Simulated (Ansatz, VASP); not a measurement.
PbO2 in VASP and in Ansatz

File INCAR:

```
SYSTEM = PbO2
PREC = Accurate
ENCUT = 600
EDIFF = 1E-6
ISMEAR = 0
SIGMA = 0.1
LREAL = .FALSE.
LASPH = .TRUE.
NELM = 120
ALGO = Normal
ISIF = 2
LWAVE = .FALSE.
LCHARG = .FALSE.
GGA = PE
NBANDS = 20
GGA_COMPAT = .FALSE.
```

File KPOINTS:

```
Automatic mesh
0
G
  6 6 6
  0 0 0
```

Contents of POSCAR:

```
PbO2
1.0
    0.0000000000      2.5764620980      2.5764620980
    2.5764620980      0.0000000000      2.5764620980
    2.5764620980      2.5764620980      0.0000000000
Pb O
1 2
Direct
    0.0000000000      0.0000000000      0.0000000000
    0.2500000000      0.2500000000      0.2500000000
    0.7500000000      0.7500000000      0.7500000000
```

Input for Ansatz:

```yaml
crystal:
  lattice:
    - [0.0, 2.576462098, 2.576462098]
    - [2.576462098, 0.0, 2.576462098]
    - [2.576462098, 2.576462098, 0.0]
  atoms:
    - { symbol: Pb, position: [0.0, 0.0, 0.0] }
    - { symbol: O, position: [0.25, 0.25, 0.25] }
    - { symbol: O, position: [0.75, 0.75, 0.75] }
basis:
  ecutwfc: "16 Ha"
kpoints:
  mp_grid: { grid: [6, 6, 6] }
hamiltonian:
  xc: pbe
scf:
  occupations: { method: gaussian, width: 0.1 }
  lower_state_search: "off"
  max_iter: 55
output:
  forces: true
  stress: true
  eigenvalues: true
```

Alike in both runs: task single point; functional PBE; k mesh 6 × 6 × 6; occupations gaussian, width 0.1 eV; no spin polarisation.

|  | VASP | Ansatz |
| --- | --- | --- |
| version | VASP 6.6.1 | Ansatz 0.2.0 |
| potentials or method | VASP PAW PBE potentials, release 64 (Pb_d, O), cutoff 600 eV | scalar-relativistic, plane waves, PAW |
| valence electrons in the cell | 26 | 26 |

|  | VASP | Ansatz | Ansatz less VASP |
| --- | --- | --- | --- |
| gap on the k mesh at the Fermi level (eV) | none | none | - |
| pressure (GPa) | 27.7 | 27.4 | -0.31 |

A gap of «none» marks a metal or a gap that the smearing closes. The functional is the same, so the differences come from potentials, cutoffs and numerics.

Neither program's run includes spin-orbit coupling.
